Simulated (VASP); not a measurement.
MgO: single point with r2SCAN

MgO:

```xyz
2
Lattice="0.0000 2.1351 2.1351 2.1351 0.0000 2.1351 2.1351 2.1351 0.0000" Properties=species:S:1:pos:R:3 pbc="T T T"
Mg    0.0000    0.0000    0.0000
O     2.1351    2.1351    2.2352
```

This cell differs from its parent crystal: all O atoms moved -0.100 Å, as atom 2 towards its neighbour atom 1 (Mg) at 2.135 Å.

```json
{
 "Program": "VASP 6.6.1",
 "Task": "single point",
 "Functional": "r2SCAN",
 "Potentials or basis": "VASP PAW PBE potentials, release 64 (Mg_sv, O)",
 "Cutoff": "750 eV",
 "k mesh": "10 × 10 × 10",
 "Occupations": "gaussian, width 0.05 eV",
 "Spin": "no spin polarisation",
 "Dipole correction": "no",
 "Mended": "yes",
 "Further INCAR settings": "ALGO = Normal; EDIFF = 1e-06; NBANDS = 15"
}
```

* Pressure: -6.2 GPa
* Largest force: 0.491 eV/Å
* Band gap on the k mesh: 5.24 eV

Forces on the atoms (eV/Å):
```
Mg   0.000  0.000  0.491
O    0.000  0.000 -0.491
```

Stress tensor (GPa, compression positive):
```
-7.23  0.00  0.00
 0.00 -7.23  0.00
 0.00  0.00 -4.12
```

Levels at points of the mesh, in eV from the valence-band top:
```
           k point  band 6  band 7  band 8  band 9  band 10  band 11
(0.00, 0.00, 0.00)   -0.01    0.00    0.00    5.24    16.64    16.66
(0.50, 0.00, 0.00)   -4.41   -0.63   -0.62    8.56    13.32    17.07
(0.50, 0.50, 0.00)   -3.89   -1.30   -1.30    9.99    10.65    13.88
(0.00, 0.50, 0.50)   -3.90   -1.31   -1.31   10.01    10.66    13.87
```

Wall time 2 min on 1 thread of Intel(R) Xeon(R) Platinum 8488C (Sapphire Rapids), with other jobs on the host, peak memory 0.19 GiB.

Caveat: the cell differs from its parent crystal (all O atoms moved -0.100 Å, as atom 2 towards its neighbour atom 1 (Mg) at 2.135 Å); the cell stands under tension; the PAW data sets were made with another functional, which shifts forces and pressure a little.
